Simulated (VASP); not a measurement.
# HfRu (Pm-3m) in VASP: notebook

The runs below take HfRu through single point, relaxation of cell and atoms, with LDA.

All numbers are computed with VASP 6.6.1; they aren't measurements. Logs are shortened: lines on timing, memory, paths and dates and some standing lists are left out, and cuts for length are marked.

### 1 The cell of the first run

Symmetry: Pm-3m, No. 221, cubic system. The conventional cell has a = 3.182 Å, b = 3.182 Å, c = 3.182 Å, α = 90.00°, β = 90.00°, γ = 90.00°. Within 3.6 Å of Hf (site symmetry m-3m) lie 8 Ru at 2.76 Å and 6 Hf at 3.18 Å. Ru (site symmetry m-3m) has 8 Hf at 2.76 Å and 6 Ru at 3.18 Å within 3.6 Å.

### 2 Single point, LDA

The input, INCAR:

```
SYSTEM = HfRu
ALGO = Normal ; EDIFF = 1E-6
ENCUT = 520 ; GGA = CA
ISIF = 2 ; ISMEAR = 0
LASPH = .TRUE. ; LCHARG = .FALSE.
LREAL = .FALSE. ; LWAVE = .FALSE.
NBANDS = 19 ; NELM = 100
PREC = Accurate ; SIGMA = 0.1
```

The input, KPOINTS:

```
k-points
0
G
  14 14 14
  0 0 0
```

The input, POSCAR:

```
HfRu
1.0
    3.1819556650      0.0000000000      0.0000000000
    0.0000000000      3.1819556650      0.0000000000
    0.0000000000      0.0000000000      3.1819556650
Hf Ru
1 1
Direct
    0.0000000000      0.0000000000      0.0000000000
    0.5000000000      0.5000000000      0.5000000000
```

Potentials or basis: VASP PAW LDA potentials, release 64 (Hf_pv, Ru_pv).

Launch:

```sh
$ cat potpaw_LDA.64/Hf_pv/POTCAR potpaw_LDA.64/Ru_pv/POTCAR > POTCAR
$ mpirun -np 1 vasp_std > vasp.out
```

OUTCAR:

```text
SYSTEM = HfRu
   EDIFF = 1E-6
   ENCUT = 520
   GGA = CA
   ISIF = 2
   ISMEAR = 0
   LASPH = .TRUE.
   LREAL = .FALSE.
   NELM = 100
   PREC = Accurate

 ion  position               nearest neighbor table
   1  0.000  0.000  0.000-   2 2.76   2 2.76   2 2.76   2 2.76   2 2.76   2 2.76   2 2.76   2 2.76

   2  0.500  0.500  0.500-   1 2.76   1 2.76   1 2.76   1 2.76   1 2.76   1 2.76   1 2.76   1 2.76

  LATTYP: Found a simple cubic cell.
 ALAT       =     3.1819556650

  Lattice vectors:

 A1 = (   3.1819556650,   0.0000000000,   0.0000000000)
 A2 = (   0.0000000000,   3.1819556650,   0.0000000000)
 A3 = (   0.0000000000,   0.0000000000,   3.1819556650)

Analysis of symmetry for initial positions (statically):
=====================================================================
 Subroutine PRICEL returns:
 Original cell was already a primitive cell.

 Routine SETGRP: Setting up the symmetry group for a
 simple cubic supercell.

 Subroutine GETGRP returns: Found 48 space group operations
 (whereof 48 operations were pure point group operations)
 out of a pool of 48 trial point group operations.

The static configuration has the point symmetry O_h .

Analysis of symmetry for dynamics (positions and initial velocities):
=====================================================================
 Subroutine PRICEL returns:
 Original cell was already a primitive cell.

 Routine SETGRP: Setting up the symmetry group for a
 simple cubic supercell.

 Subroutine GETGRP returns: Found 48 space group operations
 (whereof 48 operations were pure point group operations)
 out of a pool of 48 trial point group operations.

The dynamic configuration has the point symmetry O_h .

 Subroutine INISYM returns: Found 48 space group operations
 (whereof 48 operations are pure point group operations),
 and found     1 'primitive' translations

----------------------------------------------------------------------------------------

                                     Primitive cell

  volume of cell :      32.2168

  direct lattice vectors                    reciprocal lattice vectors
     3.181955665  0.000000000  0.000000000     0.314272135  0.000000000  0.000000000
     0.000000000  3.181955665  0.000000000     0.000000000  0.314272135  0.000000000
     0.000000000  0.000000000  3.181955665     0.000000000  0.000000000  0.314272135

  length of vectors
     3.181955665  3.181955665  3.181955665     0.314272135  0.314272135  0.314272135

  position of ions in fractional coordinates (direct lattice)
     0.000000000  0.000000000  0.000000000
     0.500000000  0.500000000  0.500000000

  ion indices of the primitive-cell ions
   primitive index   ion index
                 1           1
                 2           2

----------------------------------------------------------------------------------------

 KPOINTS: k-points

Automatic generation of k-mesh.
 Grid dimensions read from file:
 generate k-points for:   14   14   14

 Generating k-lattice:

  Cartesian coordinates                     Fractional coordinates (reciprocal lattice)
     0.022448010  0.000000000  0.000000000     0.071428571  0.000000000  0.000000000
     0.000000000  0.022448010  0.000000000     0.000000000  0.071428571  0.000000000
     0.000000000  0.000000000  0.022448010     0.000000000  0.000000000  0.071428571

  Length of vectors
     0.022448010  0.022448010  0.022448010

  Shift w.r.t. Gamma in fractional coordinates (k-lattice)
     0.000000000  0.000000000  0.000000000

 Subroutine IBZKPT returns following result:
 ===========================================

 Found    120 irreducible k-points:

 Following reciprocal coordinates:
            Coordinates               Weight
  0.000000  0.000000  0.000000      1.000000
  0.071429  0.000000  0.000000      6.000000
  0.142857  0.000000  0.000000      6.000000
  0.214286  0.000000  0.000000      6.000000
  0.285714  0.000000  0.000000      6.000000
  0.357143  0.000000  0.000000      6.000000
[... 16 lines left out ...]
  0.285714  0.214286  0.000000     24.000000
  0.357143  0.214286  0.000000     24.000000
 [... further k-points ...]
   k-points           NKPTS =    120   k-points in BZ     NKDIM =    120   number of bands    NBANDS=     19
   number of dos      NEDOS =    301   number of ions     NIONS =      2
   total plane-waves  NPLWV =  13824
   dimension x,y,z NGX =    24 NGY =   24 NGZ =   24
   dimension x,y,z NGXF=    48 NGYF=   48 NGZF=   48
   ions per type =               1   1
   NGX,Y,Z   is equivalent  to a cutoff of  12.54, 12.54, 12.54 a.u.
   NGXF,Y,Z  is equivalent  to a cutoff of  25.08, 25.08, 25.08 a.u.
 SYSTEM =  HfRu
   PREC   = accura    normal or accurate (medium, high low for compatibility)
   ISTART =      0    job   : 0-new  1-cont  2-samecut
   ICHARG =      2    charge: 1-file 2-atom 10-const
   ISPIN  =      1    spin polarized calculation?
   LNONCOLLINEAR =      F non collinear calculations
   LSORBIT =      F    spin-orbit coupling
   LASPH  =      T    aspherical Exc in radial PAW
   ENCUT  =  520.0 eV  38.22 Ry    6.18 a.u.   5.92  5.92  5.92*2*pi/ulx,y,z
   NELM   =    100;   NELMIN=  2; NELMDL= -5     # of ELM steps
   EDIFF  = 0.1E-05   stopping-criterion for ELM
   LREAL  =      F    real-space projection
   EDIFFG = 0.1E-04   stopping-criterion for IOM
   NSW    =      0    number of steps for IOM
   IBRION =     -1    ionic relax: 0-MD 1-quasi-New 2-CG
   NFREE  =      0    steps in history (QN), initial steepest desc. (CG)
   ISIF   =      2    stress and relaxation
   ISYM   =      2    0-nonsym 1-usesym 2-fastsym
   POTIM  = 0.5000    time-step for ionic-motion
   TEBEG  =    0.0;   TEEND  =   0.0 temperature during run
   PSTRESS=    0.0 pullay stress
   NELECT =      24.0000    total number of electrons
   NUPDOWN=      -1.0000    fix difference up-down
   EMIN   =  10.00;   EMAX   =-10.00  energy-range for DOS
   EFERMI =   0.00;   METHOD = LEGACY
   ISMEAR =     0;   SIGMA  =   0.10  broadening in eV -4-tet -1-fermi 0-gaus
   EFERMI_NEDOS =   21; number of points for ismear=-14 and -15
   IALGO  =     38    algorithm
   IMIX   =      4    mixing-type and parameters
     AMIX     =   0.40;   BMIX     =  1.00
     AMIX_MAG =   1.60;   BMIX_MAG =  1.00
  volume/ion in A,a.u.               =      16.11       108.70
  Fermi-wavevector in a.u.,A,eV,Ry     =   1.484059  2.804465 29.965888  2.202431
  Thomas-Fermi vector in A             =   2.597643
   LORBIT       =      0    0 simple, 1 ext, 2 COOP (PROOUT), +10 PAW based schemes
   GGA     = CA    functional components
   LHFCALC =     F    Hartree Fock is set to
   AEXX    =    0.0000 exact exchange contribution
   IVDW    =     0    specifies the selected vdW correction
   LEPSILON=     F    determine dielectric tensor
   LRPA    =     F    only Hartree local field effects (RPA)
 non-spin polarized calculation
 Gauss-broadening in eV      SIGMA  =   0.10
  energy-cutoff  :      520.00
  volume of cell :       32.22
 maximum number of plane-waves:       912
 NGX is ok and might be reduce to    24
   NGX = 11   NGY = 11   NGZ = 11

 number of electron      23.9999993 magnetization

 Free energy of the ion-electron system (eV)
  ---------------------------------------------------
  ext. energy  EPLUGINS =         0.00000000
  ---------------------------------------------------
  free energy    TOTEN  =       -22.97490701 eV

  energy without entropy =      -22.97204830  energy(sigma->0) =      -22.97347765

 E-fermi :   9.0308     XC(G=0): -13.2001

 val. band max:        9.0291091849   @ k =   0.5000   0.5000   0.1429
 cond. band min:       9.0449476667   @ k =   0.5000   0.5000   0.2143
 fundamental gap:      0.0158384817
 Fermi energy:         9.0308483639

 k-point     1 :       0.0000    0.0000    0.0000
  band No.  band energies     occupation
      1     -33.4839      2.00000
      2     -33.4839      2.00000
      3     -33.4839      2.00000
      4     -21.2075      2.00000
      5     -21.2075      2.00000
      6     -21.2075      2.00000
[... 11 lines left out ...]
     18      17.8426      0.00000
     19      17.8426      0.00000

 k-point     2 :       0.0714    0.0000    0.0000
  band No.  band energies     occupation
      1     -33.4888      2.00000
      2     -33.4831      2.00000
      3     -33.4831      2.00000
      4     -21.2325      2.00000
      5     -21.2071      2.00000
      6     -21.2071      2.00000
[... 11 lines left out ...]
     18      17.4868      0.00000
     19      18.4817      0.00000

 k-point     3 :       0.1429    0.0000    0.0000
  band No.  band energies     occupation
      1     -33.5023      2.00000
      2     -33.4810      2.00000
      3     -33.4810      2.00000
      4     -21.3021      2.00000
      5     -21.2060      2.00000
      6     -21.2060      2.00000
[... 11 lines left out ...]
     18      16.6404      0.00000
     19      19.5972      0.00000

 k-point     4 :       0.2143    0.0000    0.0000
  band No.  band energies     occupation
      1     -33.5219      2.00000
      2     -33.4778      2.00000
      3     -33.4778      2.00000
      4     -21.4011      2.00000
      5     -21.2043      2.00000
      6     -21.2043      2.00000
[... 11 lines left out ...]
     18      15.7155      0.00000
     19      19.5942      0.00000

 k-point     5 :       0.2857    0.0000    0.0000
  band No.  band energies     occupation
      1     -33.5435      2.00000
      2     -33.4744      2.00000
      3     -33.4744      2.00000
      4     -21.5089      2.00000
      5     -21.2025      2.00000
      6     -21.2025      2.00000
[... 11 lines left out ...]
     18      15.1038      0.00000
     19      19.5942      0.00000
[... 334 lines left out ...]
      2     -33.4912      2.00000
      3     -33.4663      2.00000
      4     -21.6709      2.00000
      5     -21.2729      2.00000
      6     -21.1901      2.00000
[... 11 lines left out ...]
     18      15.5048      0.00000
     19      19.5938      0.00000

 k-point    22 :       0.2143    0.2143    0.0000
  band No.  band energies     occupation
      1     -33.5246      2.00000
      2     -33.5141      2.00000
      3     -33.4725      2.00000
      4     -21.4058      2.00000
      5     -21.3564      2.00000
      6     -21.1950      2.00000
[... 11 lines left out ...]
     18      17.1877      0.00000
     19      19.6140      0.00000

 k-point    23 :       0.2857    0.2143    0.0000
  band No.  band energies     occupation
      1     -33.5440      2.00000
      2     -33.5169      2.00000
      3     -33.4695      2.00000
      4     -21.4850      2.00000
      5     -21.3645      2.00000
      6     -21.1896      2.00000
[... 11 lines left out ...]
     18      16.5812      0.00000
     19      20.0616      0.00000

 k-point    24 :       0.3571    0.2143    0.0000
  band No.  band energies     occupation
      1     -33.5645      2.00000
      2     -33.5163      2.00000
      3     -33.4667      2.00000
      4     -21.5689      2.00000
      5     -21.3577      2.00000
      6     -21.1848      2.00000
[... 11 lines left out ...]
     18      15.9397      0.00000
     19      19.6012      0.00000

 [... further k-points ...]
[... 5 lines left out ...]
  --------------------------------------------------------------------------------------
  -------------------------------------------------------------------------------------
  Total       -0.0719495     -0.0719495     -0.0719495     -0.0000000     -0.0000000      0.0000000
  in kB       -3.5781280     -3.5781280     -3.5781280     -0.0000000     -0.0000000      0.0000000
  external PRESSURE =      -3.5781280 kB  Pullay stress =       0.0000000 kB

 VOLUME and BASIS-vectors are now :
 -----------------------------------------------------------------------------
  energy-cutoff  :      520.00
  volume of cell :       32.22
      direct lattice vectors                 reciprocal lattice vectors
     3.181955665  0.000000000  0.000000000     0.314272135  0.000000000  0.000000000
     0.000000000  3.181955665  0.000000000     0.000000000  0.314272135  0.000000000
     0.000000000  0.000000000  3.181955665     0.000000000  0.000000000  0.314272135

 POSITION                                       TOTAL-FORCE (eV/Angst)
 -----------------------------------------------------------------------------------
      0.00000      0.00000      0.00000         0.000000      0.000000      0.000000
      1.59098      1.59098      1.59098         0.000000      0.000000      0.000000
 -----------------------------------------------------------------------------------
    total drift:                                0.000000     -0.000000     -0.000000

  FREE ENERGIE OF THE ION-ELECTRON SYSTEM (eV)
  ---------------------------------------------------
  free  energy   TOTEN  =       -22.9749070058 eV

  energy  without entropy=      -22.9720483034  energy(sigma->0) =      -22.97347765
```

Wall time 21 s (1 thread of Intel Xeon Platinum 8375C at 2.90GHz (Ice Lake), shared host); peak memory 0.19 GiB.

What came out:

```
Free energy            : -22.9749 eV
Pressure               : -0.4 GPa
Band gap on the k mesh : zero (band 12 reaches 9.77 eV, above the bottom of band 13 at 8.04 eV)
```

Caveat: spin-orbit coupling is left out, which moves the levels of the heavy elements.

[end of part 1 of 2]
